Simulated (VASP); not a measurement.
Runs of VASP 6.6.1 on TiPt3. The structure is that of space group Pm-3m (No. 221), or close to it. The cells are those of the table. 

| task | level | potentials or basis | spin | cell | k mesh | cutoff (eV) | smearing | tolerance level | purpose | route | dipole correction | gap on the mesh (eV) | pressure (GPa) |
| --- | --- | --- | --- | --- | --- | --- | --- | --- | --- | --- | --- | --- | --- |
| band structure | LDA | VASP PAW LDA potentials, release 64 (Pt, Ti_sv) | off | a = 3.897 Å, 4 atoms | 11 × 11 × 11 | 550 | methfessel-paxton 0.05 eV | screening | bands | KPOINTS_OPT | - | - | (a) |
| band structure | PBE | VASP PAW PBE potentials, release 64 (Pt, Ti_sv) | non-collinear, zero start, SOC | a = 3.897 Å, 4 atoms | 11 × 11 × 11 | 550 | gaussian 0.04 eV | standard | bands | KPOINTS_OPT | - | - | 9.6 |
| band structure | LDA | VASP PAW LDA potentials, release 64 (Pt, Ti_sv) | off | a = 3.897 Å, 4 atoms | 8 × 8 × 8 | 320 | methfessel-paxton 0.1 eV | screening | bands | KPOINTS_OPT | - | - | -5.0 |
| single point | LDA | VASP PAW LDA potentials, release 64 (Pt_sv_GW, Ti_sv) | off | a = 3.817 Å, 4 atoms | 7 × 7 × 7 | 570 | fermi-dirac 0.05 eV | - | - | - | no | none | 13.4 |
| single point | LDA | VASP PAW LDA potentials, release 64 (Pt_sv_GW, Ti_sv) | off | a = 3.844 Å, 4 atoms | 7 × 7 × 7 | 570 | fermi-dirac 0.05 eV | - | - | - | no | none | (b) |

Estimate the missing entries.

(a) -4.3; (b) 6.5.

Caveats: spin-orbit coupling is left out, which moves the levels of the heavy elements (at least some runs); the cell stands under pressure (at least some runs); the cell stands under tension (at least some runs); the cutoff is under 1.25 times the usual one of these potentials, so pressure, stress and relaxed cells hold a basis-set (Pulay) error (at least some runs).

A k mesh can miss the band edges, and rows without SOC leave out spin-orbit coupling on Pt.

A gap of «none» marks levels without a gap at the run's occupations.

The runs don't all hold the same shells in valence.
